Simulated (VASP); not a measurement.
# ZrS2 (P-3m1) in VASP: a series of runs, part 3 of 3

VASP 6.6.1.

## (5) Single point, LDA

This run uses another cell than the first one, of 24.48 Å³/atom.

Contents of INCAR:

```
PREC = Accurate
ENCUT = 500
EDIFF = 1E-6
ISMEAR = 1
SIGMA = 0.01
LREAL = F
LASPH = T
NELM = 120
ALGO = Normal
ISIF = 2
LWAVE = F
LCHARG = F
GGA = CA
NBANDS = 19
GGA_COMPAT = F
```

Contents of KPOINTS:

```
regular mesh
0
Gamma
  6 6 4
```

Contents of POSCAR:

```
ZrS2
1.0
    3.7279337236      0.0000000000      0.0000000000
   -1.8639663569      3.2284848507      0.0000000000
    0.0000000000      0.0000000000      6.1008935337
Zr S
1 2
Direct
    0.0000000000      0.0000000000      0.0000000000
    0.6666666667      0.3333333333      0.7620900000
    0.3333333333      0.6666666667      0.2379100000
```

Potentials or basis: VASP PAW LDA potentials, release 64 (Zr_sv, S).

Launch:

```console
cat potpaw_LDA.64/Zr_sv/POTCAR potpaw_LDA.64/S/POTCAR > POTCAR
mpirun -np 1 vasp_std > vasp.out
```

OUTCAR:

```text
PREC = Accurate
   ENCUT = 500
   EDIFF = 1E-6
   ISMEAR = 1
   LREAL = F
   LASPH = T
   NELM = 120
   ISIF = 2
   GGA = CA

 ion  position               nearest neighbor table
   1  0.000  0.000  0.000-   3 2.60   2 2.60   3 2.60   2 2.60   2 2.60   3 2.60
   2  0.667  0.333  0.762-   1 2.60   1 2.60   1 2.60
   3  0.333  0.667  0.238-   1 2.60   1 2.60   1 2.60

  LATTYP: Found a hexagonal cell.
 ALAT       =     3.7279337236
 C/A-ratio  =     1.6365348705

  Lattice vectors:

 A1 = (   3.7279337236,   0.0000000000,   0.0000000000)
 A2 = (  -1.8639663569,   3.2284848507,   0.0000000000)
 A3 = (   0.0000000000,   0.0000000000,   6.1008935337)

Analysis of symmetry for initial positions (statically):
=====================================================================
 Subroutine PRICEL returns:
 Original cell was already a primitive cell.

[... 165 lines left out ...]
  ext. energy  EPLUGINS =         0.00000000
  ---------------------------------------------------
  free energy    TOTEN  =       -23.23140091 eV

  energy without entropy =      -23.23140091  energy(sigma->0) =      -23.23140091

 E-fermi :   3.7154     XC(G=0):  -9.5637

 val. band max:        3.6358849088   @ k =   0.0000   0.0000   0.0000
 cond. band min:       4.5973762736   @ k =   0.5000  -0.0000   0.5000
 fundamental gap:      0.9614913649
 Fermi energy:         3.7154435778

 k-point     1 :       0.0000    0.0000    0.0000
  band No.  band energies     occupation
      1     -45.1256      2.00000
      2     -23.3170      2.00000
      3     -23.1842      2.00000
      4     -23.1842      2.00000
      5      -8.7198      2.00000
      6      -7.3842      2.00000
[... 505 lines left out ...]
      6      -7.5259      2.00000
[... 11 lines left out ...]
     18      11.6284      0.00000
     19      11.9985      0.00000

------------------------ aborting loop because EDIFF is reached ----------------------------------------

  FORCE on cell =-STRESS in cart. coord.  units (eV):
  Direction    XX          YY          ZZ          XY          YZ          ZX
  --------------------------------------------------------------------------------------
  -------------------------------------------------------------------------------------
  Total       -3.3729883     -3.3729873     -2.4495038     -0.0000005     -0.0000000      0.0000000
  in kB      -73.5978341    -73.5978132    -53.4476137     -0.0000115     -0.0000000      0.0000000
  external PRESSURE =     -66.8810870 kB  Pullay stress =       0.0000000 kB

 VOLUME and BASIS-vectors are now :
 -----------------------------------------------------------------------------
  energy-cutoff  :      500.00
  volume of cell :       73.43
      direct lattice vectors                 reciprocal lattice vectors
     3.727933724  0.000000000  0.000000000     0.268245112  0.154871368  0.000000000
    -1.863966357  3.228484851  0.000000000     0.000000000  0.309742819  0.000000000
     0.000000000  0.000000000  6.100893534     0.000000000  0.000000000  0.163910416

 POSITION                                       TOTAL-FORCE (eV/Angst)
 -----------------------------------------------------------------------------------
      0.00000      0.00000      0.00000         0.000000      0.000000     -0.000000
      1.86397      1.07616      4.64943         0.000000     -0.000000      0.604126
      0.00000      2.15232      1.45146        -0.000000      0.000000     -0.604126
 -----------------------------------------------------------------------------------
    total drift:                                0.000000      0.000000     -0.000000

  FREE ENERGIE OF THE ION-ELECTRON SYSTEM (eV)
  ---------------------------------------------------
  free  energy   TOTEN  =       -23.2314009060 eV

  energy  without entropy=      -23.2314009060  energy(sigma->0) =      -23.23140091
```

OSZICAR:

```text
N       E                     dE             d eps       ncg     rms          rms(c)
DAV:   1     0.159882415702E+03    0.15988E+03   -0.11398E+04   912   0.112E+03
DAV:   2    -0.157662220237E+02   -0.17565E+03   -0.17243E+03  1183   0.269E+02
DAV:   3    -0.252695324971E+02   -0.95033E+01   -0.94550E+01  1458   0.575E+01
DAV:   4    -0.254998979738E+02   -0.23037E+00   -0.22995E+00  1321   0.792E+00
DAV:   5    -0.255058732937E+02   -0.59753E-02   -0.59744E-02  1325   0.108E+00    0.149E+01
DAV:   6    -0.233329774146E+02    0.21729E+01   -0.65117E+00  1016   0.140E+01    0.712E+00
DAV:   7    -0.232469010910E+02    0.86076E-01   -0.50119E-01  1218   0.390E+00    0.364E+00
DAV:   8    -0.232327367804E+02    0.14164E-01   -0.94389E-02  1107   0.170E+00    0.434E-01
DAV:   9    -0.232314815986E+02    0.12552E-02   -0.10663E-02  1056   0.640E-01    0.478E-01
DAV:  10    -0.232314713768E+02    0.10222E-04   -0.19319E-03  1053   0.306E-01    0.236E-01
DAV:  11    -0.232314009889E+02    0.70388E-04   -0.17438E-04  1080   0.809E-02    0.719E-02
DAV:  12    -0.232314026232E+02   -0.16343E-05   -0.45650E-05  1109   0.325E-02    0.351E-02
DAV:  13    -0.232314010023E+02    0.16209E-05   -0.41744E-06  1076   0.971E-03    0.147E-02
DAV:  14    -0.232314009060E+02    0.96285E-07   -0.23577E-07   603   0.242E-03
   1 F= -.23231401E+02 E0= -.23231401E+02  d E =0.798361E-30
```

It took 22 s on 1 thread of Intel Xeon Platinum 8488C (Sapphire Rapids), shared host; peak memory 0.17 GiB.

What came out:

| Quantity | Value |
| --- | --- |
| Free energy | -23.2314 eV |
| Pressure | -6.7 GPa |
| Largest force | 0.604 eV/Å |
| Band gap on the k mesh | 0.96 eV (least direct gap 1.51 eV) |

Forces in eV/Å, atoms in the order of the input:
```
Zr   0.000  0.000  0.000
S    0.000  0.000  0.604
S    0.000  0.000 -0.604
```

Stress tensor (GPa, compression positive):
```
-7.36  0.00  0.00
 0.00 -7.36  0.00
 0.00  0.00 -5.34
```

Levels at points of the mesh, in eV from the valence-band top:
| k point | band 9 | band 10 | band 11 | band 12 | band 13 | band 14 | band 15 | band 16 |
| --- | --- | --- | --- | --- | --- | --- | --- | --- |
| (0.00, 0.00, 0.00) | -2.65 | -0.04 | -0.04 | 0.00 | 1.51 | 1.51 | 2.30 | 4.89 |
| (0.50, 0.00, 0.00) | -2.34 | -2.26 | -1.59 | -1.11 | 1.12 | 3.08 | 3.32 | 5.52 |
| (0.00, 0.00, 0.50) | -2.62 | -1.53 | -0.14 | -0.14 | 1.48 | 1.48 | 2.58 | 5.16 |
| (0.50, 0.00, 0.50) | -2.45 | -2.12 | -0.92 | -0.74 | 0.96 | 3.07 | 3.32 | 5.15 |

Caveat: the cell stands under tension. A k mesh can miss the band edges.

## (6) Single point, LDA

This run uses another cell than the first one, of 25.19 Å³/atom.

Contents of INCAR:

```
PREC     = Accurate       # precision mode
ENCUT    = 500            # plane-wave cutoff, eV
EDIFF    = 1E-6           # SCF threshold, eV
ISMEAR   = 1              # smearing method
SIGMA    = 0.01           # smearing width, eV
LREAL    = False          # projectors in reciprocal space
LASPH    = True           # aspherical terms in the spheres
NELM     = 120            # most SCF steps
ALGO     = Normal         # electronic algorithm
ISIF     = 2              # what is computed and relaxed
LWAVE    = False          # write WAVECAR
LCHARG   = True           # write CHGCAR
LELF     = True           # ELF
LVHAR    = True         
NBANDS   = 19             # bands
GGA_COMPAT= False
```

KPOINTS is that of step 5.

Contents of POSCAR:

```
ZrS2
1.0
    3.7637814393      0.0000000000      0.0000000000
   -1.8818902098      3.2595298787      0.0000000000
    0.0000000000      0.0000000000      6.1595595704
Zr S
1 2
Direct
    0.0000000000      0.0000000000      0.0000000000
    0.6666666667      0.3333333333      0.7620900000
    0.3333333333      0.6666666667      0.2379100000
```

Potentials or basis: VASP PAW LDA potentials, release 64 (Zr_sv, S).

Launch:

```console
cat potpaw_LDA.64/Zr_sv/POTCAR potpaw_LDA.64/S/POTCAR > POTCAR
mpirun -np 1 vasp_std > vasp.out
```

Wall time 22 s (1 thread of Intel Xeon Platinum 8488C (Sapphire Rapids), shared host); peak memory 0.17 GiB.

Results (log left out):

```yaml
Free_energy: -23.1298 eV
Pressure: -8.6 GPa
Largest_force: 0.886 eV/Å
Band_gap_on_the_k_mesh: 0.97 eV (least direct gap 1.48 eV)
```

Forces on the atoms (eV/Å):
```
Zr   0.000  0.000  0.000
S    0.000  0.000  0.886
S    0.000  0.000 -0.886
```

Stress tensor (GPa, compression positive):
```
-9.39  0.00  0.00
 0.00 -9.39  0.00
 0.00  0.00 -7.01
```

Levels at points of the mesh, in eV from the valence-band top:
```csv
k point,band 9,band 10,band 11,band 12,band 13,band 14,band 15,band 16
"(0.00, 0.00, 0.00)",-2.57,-0.06,-0.06,0.00,1.48,1.48,2.24,4.75
"(0.50, 0.00, 0.00)",-2.27,-2.19,-1.54,-1.09,1.10,2.98,3.20,5.34
"(0.00, 0.00, 0.50)",-2.54,-1.46,-0.15,-0.15,1.46,1.46,2.48,5.01
"(0.50, 0.00, 0.50)",-2.37,-2.05,-0.91,-0.74,0.97,2.97,3.20,5.00
```

Caveat: the cell stands under tension. A k mesh can miss the band edges.

## (7) The runs side by side

| cell | gap on the mesh (eV) | pressure (GPa) | largest force (eV/Å) |
| --- | --- | --- | --- |
| a = 3.616, b = 3.616, c = 5.918 Å, angles 90.0, 90.0, 120.0°, 3 atoms | 0.90 | 1.3 | 0.46 |
| a = 3.654, b = 3.654, c = 5.980 Å, angles 90.0, 90.0, 120.0°, 3 atoms | 0.93 | -1.8 | 0.06 |
| a = 3.691, b = 3.691, c = 6.041 Å, angles 90.0, 90.0, 120.0°, 3 atoms | 0.95 | -4.5 | 0.29 |
| a = 3.728, b = 3.728, c = 6.101 Å, angles 90.0, 90.0, 120.0°, 3 atoms | 0.96 | -6.7 | 0.60 |
| a = 3.764, b = 3.764, c = 6.160 Å, angles 90.0, 90.0, 120.0°, 3 atoms | 0.97 | -8.6 | 0.89 |

Alike in all rows: task single point; level LDA; potentials or basis VASP PAW LDA potentials, release 64 (Zr_sv, S); no spin polarisation; k mesh 6 × 6 × 4; cutoff (eV) 500; smearing methfessel-paxton 0.01 eV.

Caveats: the cell stands under tension (at least some runs).

Total energies depend on the potentials used, so only differences within one code and one set of settings carry meaning.
